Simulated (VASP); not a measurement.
Crystal: BaS.

```xyz
2
Lattice="0.0000 3.2118 3.2118 3.2118 0.0000 3.2118 3.2118 3.2118 0.0000" Properties=species:S:1:pos:R:3 pbc="T T T"
Ba    0.0000    0.0000    0.0000
S     3.2118    3.2118    3.2118
```

Base run:

| Quantity | Value |
| --- | --- |
| Program | VASP 6.6.1 |
| Functional | PBEsol |
| Potentials or basis | VASP PAW PBE potentials, release 64 (Ba_sv, S) |
| Cutoff | 520 eV |
| k mesh | 6 × 6 × 6 |
| Occupations | gaussian, width 0.01 eV |
| Spin | no spin polarisation |

Its results: band gap on the k mesh 2.01 eV, indirect (least direct gap 2.16 eV); pressure -1.2 GPa.

Task: After a change of settings the same cell gave: band gap on the k mesh 2.49 eV, indirect (least direct gap 2.63 eV); pressure 0.6 GPa. Which change was it?
A. functional from PBEsol to PBE; further incar settings from ALGO = Normal; EDIFF = 1e-06; NBANDS = 15 to ALGO = Normal; EDIFF = 1e-07; NBANDS = 15
B. functional from PBEsol to r2SCAN
C. functional from PBEsol to LDA; potentials or basis from VASP PAW PBE potentials, release 64 (Ba_sv, S) to VASP PAW LDA potentials, release 64 (Ba_sv, S)

Result: B.

r2SCAN gives the wider gap, since meta-GGAs in the generalised Kohn-Sham scheme recover part of the derivative discontinuity.

Caveats: the PAW data sets were made with another functional, which shifts forces and pressure a little; spin-orbit coupling is left out, which moves the levels of the heavy elements.
